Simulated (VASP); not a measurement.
# Sr: relaxation of cell and atoms with LDA

Sr:

```
Sr
1.0
     3.90049    0.00000    0.00000
    -1.95024    3.37792    0.00000
     0.00000    0.00000    3.62855
Sr
1
Direct
  0.00000 0.00000 0.00000
```

```json
{
 "Program": "VASP 6.6.1",
 "Task": "relaxation of cell and atoms",
 "Functional": "LDA",
 "Potentials or basis": "VASP PAW LDA potentials, release 64 (Sr_sv)",
 "Cutoff": "600 eV",
 "k mesh": "11 × 11 × 10",
 "Occupations": "fermi-dirac, width 0.1 eV",
 "Spin": "no spin polarisation",
 "Target pressure": "0.14 GPa",
 "Dipole correction": "no",
 "Further INCAR settings": "ALGO = Normal; EDIFF = 1e-07; IBRION = 2; EDIFFG = -0.005; NSW = 32; ISIF = 3"
}
```

```yaml
Pressure_after_relaxing: 0.1 GPa
Band_gap_on_the_k_mesh: zero (band 5 reaches 2.02 eV, above the bottom of band 6 at 1.58 eV)
```

Final structure:
```
CELL_PARAMETERS angstrom
3.90049 0.00000 0.00000
-1.95024 3.37792 0.00000
0.00000 0.00000 3.62855
ATOMIC_POSITIONS crystal
Sr 0.00000 0.00000 0.00000
```

Levels at points of the mesh, in eV from the Fermi level:
```csv
k point,band 2,band 3,band 4,band 5,band 6,band 7,band 8,band 9
"(0.00, 0.00, 0.00)",-18.21,-18.21,-18.16,-3.71,0.65,2.42,2.42,5.67
"(0.00, 0.00, 0.50)",-18.65,-18.16,-18.16,-1.35,0.03,3.01,3.01,3.54
```

It took 32 s on 1 thread of Intel Xeon 6975P-C, with other jobs on the host, peak memory 0.19 GiB.

Caveat: the relaxation stopped at its first step, so nothing moved; the cell is relaxed towards a set pressure, so the enthalpy falls and the energy may rise.
